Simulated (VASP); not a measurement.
# Pd (Fm-3m) in VASP: notebook

The runs below take Pd through single point, with PBE.

Program: VASP 6.6.1. These are calculated values, not measurements. Logs are shortened: lines on timing, memory, paths and dates and some standing lists are left out, and cuts for length are marked.

## Step 1: The cell of the first run

The structure is cubic, space group Fm-3m (No. 225). Conventional cell: a = 3.945 Å, b = 3.945 Å, c = 3.945 Å, α = 90.00°, β = 90.00°, γ = 90.00°. Within 3.7 Å of Pd (site symmetry m-3m) lie 12 Pd at 2.79 Å.

## Step 2: Single point, PBE

Contents of INCAR:

```
SYSTEM = Pd
ALGO     = Normal         ! electronic algorithm
EDIFF    = 1E-6           ! SCF threshold, eV
ENCUT    = 520            ! plane-wave cutoff, eV
GGA      = PE             ! functional
ISIF     = 2              ! what is computed and relaxed
ISMEAR   = -1             ! smearing method
LASPH    = .TRUE.         ! aspherical terms in the spheres
LCHARG   = .FALSE.        ! write CHGCAR
LREAL    = .FALSE.        ! projectors in reciprocal space
LWAVE    = .FALSE.        ! write WAVECAR
NBANDS   = 11             ! bands
NELM     = 80             ! most SCF steps
PREC     = Accurate       ! precision mode
SIGMA    = 0.05           ! smearing width, eV
```

Contents of KPOINTS:

```
k-points
0
G
  14 14 14
  0 0 0
```

Contents of POSCAR:

```
Pd
1.0
    0.0000000000      1.9725019943      1.9725019943
    1.9725019943      0.0000000000      1.9725019943
    1.9725019943      1.9725019943      0.0000000000
Pd
1
Direct
    0.0000000000      0.0000000000      0.0000000000
```

Potentials or basis: VASP PAW PBE potentials, release 64 (Pd).

On the command line:

```sh
$ cat potpaw_PBE.64/Pd/POTCAR > POTCAR
$ mpirun -np 1 vasp_std > vasp.out
```

OUTCAR:

```text
SYSTEM = Pd
   EDIFF = 1E-6
   ENCUT = 520
   GGA = PE
   ISIF = 2
   ISMEAR = -1
   LASPH = .TRUE.
   LREAL = .FALSE.
   NELM = 80
   PREC = Accurate

 ion  position               nearest neighbor table
   1  0.000  0.000  0.000-

  LATTYP: Found a face centered cubic cell.
 ALAT       =     3.9450039886

  Lattice vectors:

 A1 = (   0.0000000000,   1.9725019943,   1.9725019943)
 A2 = (   1.9725019943,   0.0000000000,   1.9725019943)
 A3 = (   1.9725019943,   1.9725019943,   0.0000000000)

Analysis of symmetry for initial positions (statically):
=====================================================================
 Subroutine PRICEL returns:
 Original cell was already a primitive cell.

 Routine SETGRP: Setting up the symmetry group for a
 face centered cubic supercell.

 Subroutine GETGRP returns: Found 48 space group operations
 (whereof 48 operations were pure point group operations)
 out of a pool of 48 trial point group operations.

The static configuration has the point symmetry O_h .

Analysis of symmetry for dynamics (positions and initial velocities):
=====================================================================
 Subroutine PRICEL returns:
 Original cell was already a primitive cell.

 Routine SETGRP: Setting up the symmetry group for a
 face centered cubic supercell.

 Subroutine GETGRP returns: Found 48 space group operations
 (whereof 48 operations were pure point group operations)
 out of a pool of 48 trial point group operations.

The dynamic configuration has the point symmetry O_h .

 Subroutine INISYM returns: Found 48 space group operations
 (whereof 48 operations are pure point group operations),
 and found     1 'primitive' translations

----------------------------------------------------------------------------------------

                                     Primitive cell

  volume of cell :      15.3491

  direct lattice vectors                    reciprocal lattice vectors
     0.000000000  1.972501994  1.972501994    -0.253485168  0.253485168  0.253485168
     1.972501994  0.000000000  1.972501994     0.253485168 -0.253485168  0.253485168
     1.972501994  1.972501994  0.000000000     0.253485168  0.253485168 -0.253485168

  length of vectors
     2.789539072  2.789539072  2.789539072     0.439049190  0.439049190  0.439049190

  position of ions in fractional coordinates (direct lattice)
     0.000000000  0.000000000  0.000000000

  ion indices of the primitive-cell ions
   primitive index   ion index
                 1           1

----------------------------------------------------------------------------------------

 KPOINTS: k-points

Automatic generation of k-mesh.
 Grid dimensions read from file:
 generate k-points for:   14   14   14

 Generating k-lattice:

  Cartesian coordinates                     Fractional coordinates (reciprocal lattice)
    -0.018106083  0.018106083  0.018106083     0.071428571  0.000000000  0.000000000
     0.018106083 -0.018106083  0.018106083     0.000000000  0.071428571  0.000000000
     0.018106083  0.018106083 -0.018106083     0.000000000  0.000000000  0.071428571

  Length of vectors
     0.031360656  0.031360656  0.031360656

  Shift w.r.t. Gamma in fractional coordinates (k-lattice)
     0.000000000  0.000000000  0.000000000

 Subroutine IBZKPT returns following result:
 ===========================================

 Found    104 irreducible k-points:

 Following reciprocal coordinates:
            Coordinates               Weight
  0.000000  0.000000  0.000000      1.000000
  0.071429  0.000000  0.000000      8.000000
  0.142857  0.000000  0.000000      8.000000
  0.214286  0.000000  0.000000      8.000000
  0.285714  0.000000  0.000000      8.000000
  0.357143  0.000000  0.000000      8.000000
[... 16 lines left out ...]
  0.214286  0.142857  0.000000     24.000000
  0.285714  0.142857  0.000000     24.000000
 [... further k-points ...]
   k-points           NKPTS =    104   k-points in BZ     NKDIM =    104   number of bands    NBANDS=     11
   number of dos      NEDOS =    301   number of ions     NIONS =      1
   total plane-waves  NPLWV =  13824
   dimension x,y,z NGX =    24 NGY =   24 NGZ =   24
   dimension x,y,z NGXF=    48 NGYF=   48 NGZF=   48
   ions per type =               1
   NGX,Y,Z   is equivalent  to a cutoff of  14.30, 14.30, 14.30 a.u.
   NGXF,Y,Z  is equivalent  to a cutoff of  28.61, 28.61, 28.61 a.u.
 SYSTEM =  Pd
   PREC   = accura    normal or accurate (medium, high low for compatibility)
   ISTART =      0    job   : 0-new  1-cont  2-samecut
   ICHARG =      2    charge: 1-file 2-atom 10-const
   ISPIN  =      1    spin polarized calculation?
   LNONCOLLINEAR =      F non collinear calculations
   LSORBIT =      F    spin-orbit coupling
   LASPH  =      T    aspherical Exc in radial PAW
   ENCUT  =  520.0 eV  38.22 Ry    6.18 a.u.   5.19  5.19  5.19*2*pi/ulx,y,z
   NELM   =     80;   NELMIN=  2; NELMDL= -5     # of ELM steps
   EDIFF  = 0.1E-05   stopping-criterion for ELM
   LREAL  =      F    real-space projection
   EDIFFG = 0.1E-04   stopping-criterion for IOM
   NSW    =      0    number of steps for IOM
   IBRION =     -1    ionic relax: 0-MD 1-quasi-New 2-CG
   NFREE  =      0    steps in history (QN), initial steepest desc. (CG)
   ISIF   =      2    stress and relaxation
   ISYM   =      2    0-nonsym 1-usesym 2-fastsym
   POTIM  = 0.5000    time-step for ionic-motion
   TEBEG  =    0.0;   TEEND  =   0.0 temperature during run
   PSTRESS=    0.0 pullay stress
   NELECT =      10.0000    total number of electrons
   NUPDOWN=      -1.0000    fix difference up-down
   EMIN   =  10.00;   EMAX   =-10.00  energy-range for DOS
   EFERMI =   0.00;   METHOD = LEGACY
   ISMEAR =    -1;   SIGMA  =   0.05  broadening in eV -4-tet -1-fermi 0-gaus
   EFERMI_NEDOS =   21; number of points for ismear=-14 and -15
   IALGO  =     38    algorithm
   IMIX   =      4    mixing-type and parameters
     AMIX     =   0.40;   BMIX     =  1.00
     AMIX_MAG =   1.60;   BMIX_MAG =  1.00
  volume/ion in A,a.u.               =      15.35       103.58
  Fermi-wavevector in a.u.,A,eV,Ry     =   1.419212  2.681922 27.404361  2.014164
  Thomas-Fermi vector in A             =   2.540257
   LORBIT       =      0    0 simple, 1 ext, 2 COOP (PROOUT), +10 PAW based schemes
   GGA     = PE    functional components
   LHFCALC =     F    Hartree Fock is set to
   AEXX    =    0.0000 exact exchange contribution
   IVDW    =     0    specifies the selected vdW correction
   LEPSILON=     F    determine dielectric tensor
   LRPA    =     F    only Hartree local field effects (RPA)
 non-spin polarized calculation
  energy-cutoff  :      520.00
  volume of cell :       15.35
 maximum number of plane-waves:       428
 NGX is ok and might be reduce to    24
   NGX = 11   NGY = 11   NGZ = 11

 number of electron      10.0000000 magnetization

 Free energy of the ion-electron system (eV)
  ---------------------------------------------------
  ext. energy  EPLUGINS =         0.00000000
  ---------------------------------------------------
  free energy    TOTEN  =        -5.21905223 eV

  energy without entropy =       -5.19536453  energy(sigma->0) =       -5.20720838

 E-fermi :   9.1297     XC(G=0): -12.9372

 val. band max:        9.1292734082   @ k =   0.5000   0.1429   0.0000
 cond. band min:       9.1298915046   @ k =   0.4286   0.3571   0.0000
 fundamental gap:      0.0006180963
 Fermi energy:         9.1296710832

 k-point     1 :       0.0000    0.0000    0.0000
  band No.  band energies     occupation
      1       2.2900      2.00000
      2       6.4651      2.00000
      3       6.4651      2.00000
      4       6.4651      2.00000
      5       7.9736      2.00000
      6       7.9736      2.00000
      7      26.2911      0.00000
      8      30.8417      0.00000
      9      30.8417      0.00000
     10      30.8417      0.00000
     11      35.4518      0.00000

 k-point     2 :       0.0714    0.0000    0.0000
  band No.  band energies     occupation
      1       2.4685      2.00000
      2       6.4050      2.00000
      3       6.5250      2.00000
      4       6.5250      2.00000
      5       7.9460      2.00000
      6       7.9460      2.00000
      7      26.4598      0.00000
      8      29.6773      0.00000
      9      31.0326      0.00000
     10      31.0326      0.00000
     11      35.5966      0.00000

 k-point     3 :       0.1429    0.0000    0.0000
  band No.  band energies     occupation
      1       2.9702      2.00000
      2       6.2778      2.00000
      3       6.6636      2.00000
      4       6.6636      2.00000
      5       7.9085      2.00000
      6       7.9085      2.00000
      7      26.5380      0.00000
      8      27.7833      0.00000
      9      31.5440      0.00000
     10      31.5440      0.00000
     11      35.3687      0.00000

 k-point     4 :       0.2143    0.0000    0.0000
  band No.  band energies     occupation
      1       3.6456      2.00000
      2       6.2743      2.00000
      3       6.7527      2.00000
      4       6.7527      2.00000
      5       7.9940      2.00000
      6       7.9940      2.00000
      7      24.6016      0.00000
      8      27.4116      0.00000
      9      32.1283      0.00000
     10      32.1283      0.00000
     11      34.4732      0.00000

 k-point     5 :       0.2857    0.0000    0.0000
  band No.  band energies     occupation
      1       4.1277      2.00000
      2       6.6970      2.00000
      3       6.6970      2.00000
      4       6.7908      2.00000
      5       8.2859      2.00000
      6       8.2859      2.00000
      7      22.0059      0.00000
      8      26.9758      0.00000
      9      32.0490      0.00000
     10      32.0490      0.00000
     11      34.8980      0.00000
[... 211 lines left out ...]
 k-point    21 :      -0.0714    0.0714    0.0000
  band No.  band energies     occupation
      1       2.7569      2.00000
      2       6.2905      2.00000
      3       6.6090      2.00000
      4       6.6484      2.00000
      5       7.8144      2.00000
      6       8.0114      2.00000
      7      26.6791      0.00000
      8      28.6327      0.00000
      9      30.4903      0.00000
     10      31.7571      0.00000
     11      35.7353      0.00000

 k-point    22 :       0.1429    0.1429    0.0000
  band No.  band energies     occupation
      1       3.1984      2.00000
      2       6.0006      2.00000
      3       6.8801      2.00000
      4       6.8801      2.00000
      5       7.5278      2.00000
      6       8.1670      2.00000
      7      27.1877      0.00000
      8      28.7748      0.00000
      9      29.7098      0.00000
     10      29.7098      0.00000
     11      35.5368      0.00000

 k-point    23 :       0.2143    0.1429    0.0000
  band No.  band energies     occupation
      1       3.7319      2.00000
      2       5.8041      2.00000
      3       6.9735      2.00000
      4       7.0713      2.00000
      5       7.5486      2.00000
      6       8.2813      2.00000
      7      26.6570      0.00000
      8      27.7602      0.00000
      9      29.0575      0.00000
     10      30.0697      0.00000
     11      34.9823      0.00000

 k-point    24 :       0.2857    0.1429    0.0000
  band No.  band energies     occupation
      1       4.3353      2.00000
      2       5.7492      2.00000
      3       6.7535      2.00000
      4       7.1458      2.00000
      5       8.1273      2.00000
      6       8.5083      1.99999
      7      24.1538      0.00000
      8      27.5408      0.00000
      9      28.4915      0.00000
     10      30.4444      0.00000
     11      34.6360      0.00000

 [... further k-points ...]

------------------------ aborting loop because EDIFF is reached ----------------------------------------

  FORCE on cell =-STRESS in cart. coord.  units (eV):
  Direction    XX          YY          ZZ          XY          YZ          ZX
  --------------------------------------------------------------------------------------
  -------------------------------------------------------------------------------------
  Total       -0.0295857     -0.0295857     -0.0295857      0.0000000      0.0000000      0.0000000
  in kB       -3.0882376     -3.0882376     -3.0882376      0.0000000      0.0000000      0.0000000
  external PRESSURE =      -3.0882376 kB  Pullay stress =       0.0000000 kB

 VOLUME and BASIS-vectors are now :
 -----------------------------------------------------------------------------
  energy-cutoff  :      520.00
  volume of cell :       15.35
      direct lattice vectors                 reciprocal lattice vectors
     0.000000000  1.972501994  1.972501994    -0.253485168  0.253485168  0.253485168
     1.972501994  0.000000000  1.972501994     0.253485168 -0.253485168  0.253485168
     1.972501994  1.972501994  0.000000000     0.253485168  0.253485168 -0.253485168

 POSITION                                       TOTAL-FORCE (eV/Angst)
 -----------------------------------------------------------------------------------
      0.00000      0.00000      0.00000        -0.000000      0.000000      0.000000
 -----------------------------------------------------------------------------------
    total drift:                               -0.000000      0.000000      0.000000

  FREE ENERGIE OF THE ION-ELECTRON SYSTEM (eV)
  ---------------------------------------------------
  free  energy   TOTEN  =        -5.2190522255 eV

  energy  without entropy=       -5.1953645273  energy(sigma->0) =       -5.20720838
```

Wall time 20 s (1 thread of Intel Xeon 8259CL, shared host); peak memory 0.15 GiB.

Results:

```
Free energy            : -5.2191 eV
Pressure               : -0.3 GPa
Band gap on the k mesh : zero (band 5 reaches 9.40 eV, above the bottom of band 6 at 7.91 eV)
```

Levels at points of the mesh, in eV from the Fermi level:
| k point | band 3 | band 4 | band 5 | band 6 | band 7 | band 8 |
| --- | --- | --- | --- | --- | --- | --- |
| (0.00, 0.00, 0.00) | -2.66 | -2.66 | -1.16 | -1.16 | 17.16 | 21.71 |
| (0.50, 0.00, 0.00) | -2.71 | -0.03 | -0.03 | 1.10 | 7.01 | 16.51 |
| (0.50, 0.50, 0.00) | -0.06 | 0.26 | 0.26 | 3.35 | 10.36 | 12.99 |

## Step 3: Single point, PBE

Contents of INCAR:

```
SYSTEM = Pd
  PREC = Accurate
  ENCUT = 520
  EDIFF = 1E-6
  ISMEAR = -1
  SIGMA = 0.05
  LREAL = .False.
  LASPH = .True.
  NELM = 80
  ALGO = Normal
  ISIF = 2
  LWAVE = .False.
  LCHARG = .False.
  GGA = PE
  NBANDS = 11
```

Contents of KPOINTS:

```
Automatic mesh
0
Gamma
  14 14 14
  0 0 0
```

Contents of POSCAR:

```
Pd
1.0
    0.0000000000      1.9720087280      1.9720087280
    1.9720087280      0.0000000000      1.9720087280
    1.9720087280      1.9720087280      0.0000000000
Pd
1
Direct
    0.0000000000      0.0000000000      0.0000000000
```

Potentials or basis: VASP PAW PBE potentials, release 64 (Pd).

On the command line:

```sh
$ cat potpaw_PBE.64/Pd/POTCAR > POTCAR
$ mpirun -np 1 vasp_std > vasp.out
```

Run time: 23 s. Hardware: 1 thread of Intel Xeon 8259CL, shared host; peak memory 0.15 GiB.

The run converged. Its results:

- Free energy: -5.2191 eV
- Pressure: -0.2 GPa
- Band gap on the k mesh: zero (band 5 reaches 9.41 eV, above the bottom of band 6 at 7.92 eV)

Levels at points of the mesh, in eV from the Fermi level:
```tsv
k point	band 1	band 2	band 3	band 4	band 5	band 6	band 7	band 8	band 9	band 10
(0.00, 0.00, 0.00)	-6.85	-2.67	-2.67	-2.67	-1.16	-1.16	17.16	21.72	21.72	21.72
(0.50, 0.00, 0.00)	-5.00	-2.71	-2.71	-0.03	-0.03	1.10	7.01	16.51	20.72	20.72
(0.50, 0.50, 0.00)	-5.07	-4.80	-0.06	0.26	0.26	3.35	10.37	12.99	12.99	21.00
```
